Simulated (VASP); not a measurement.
Write the native input for VASP 6.6.1 that does the following.

* Task: single point
* Functional: PBEsol
* Potentials or basis: VASP PAW PBE potentials, release 64 (Al, Ga_d, N)
* Cutoff: 520 eV
* k mesh: 6 × 6 × 6
* Occupations: gaussian, width 0.02 eV
* Spin: no spin polarisation
* Dipole correction: no
* Further INCAR settings: ALGO = Normal; EDIFF = 1e-06; NBANDS = 41

The structure of AlGa3N4 lies in POSCAR:

```
AlGa3N4
1.0
    4.3335990829      0.0000000000      0.0000000000
    0.0000000000      4.3335990829      0.0000000000
    0.0000000000      0.0000000000      4.6073244003
Al Ga N
1 3 4
Direct
    0.0000000000      0.0000000000      0.0000000000
    0.5000000000      0.5000000000      0.0000000000
    0.5000000000      0.0000000000      0.5000000000
    0.0000000000      0.5000000000      0.5000000000
    0.7553124044      0.7553124044      0.2453721846
    0.7553124044      0.2446875956      0.7546278154
    0.2446875956      0.7553124044      0.7546278154
    0.2446875956      0.2446875956      0.2453721846
```

This cell differs from its parent crystal: biaxial strain in the a-b plane: -3.0 %, then relaxed in part.

The input as run:

INCAR

```
PREC = Accurate ; ENCUT = 520
EDIFF = 1E-6 ; ISMEAR = 0
SIGMA = 0.02 ; LREAL = F
LASPH = T ; NELM = 100
ALGO = Normal ; ISIF = 2
LWAVE = F ; LCHARG = F
GGA = PS ; NBANDS = 41
```

KPOINTS

```
Automatic mesh
0
Gamma
  6 6 6
```

Potentials or basis: VASP PAW PBE potentials, release 64 (Al, Ga_d, N).

Launch:

```bash
$ cat potpaw_PBE.64/Al/POTCAR potpaw_PBE.64/Ga_d/POTCAR potpaw_PBE.64/N/POTCAR > POTCAR
$ mpirun -np 1 vasp_std > vasp.out
```

Results of the run:

```json
{
 "Pressure": "5.7 GPa",
 "Largest force": "0.013 eV/Å",
 "Band gap on the k mesh": "2.40 eV"
}
```

Caveat: the cell differs from its parent crystal (biaxial strain in the a-b plane: -3.0 %, then relaxed in part); the stress differs along the axes, from -0 to 9 GPa; the PAW data sets were made with another functional, which shifts forces and pressure a little.

It took 85 s on 1 thread of Intel(R) Xeon(R) 6975P-C (Granite Rapids), on a shared host, peak memory 0.26 GiB.
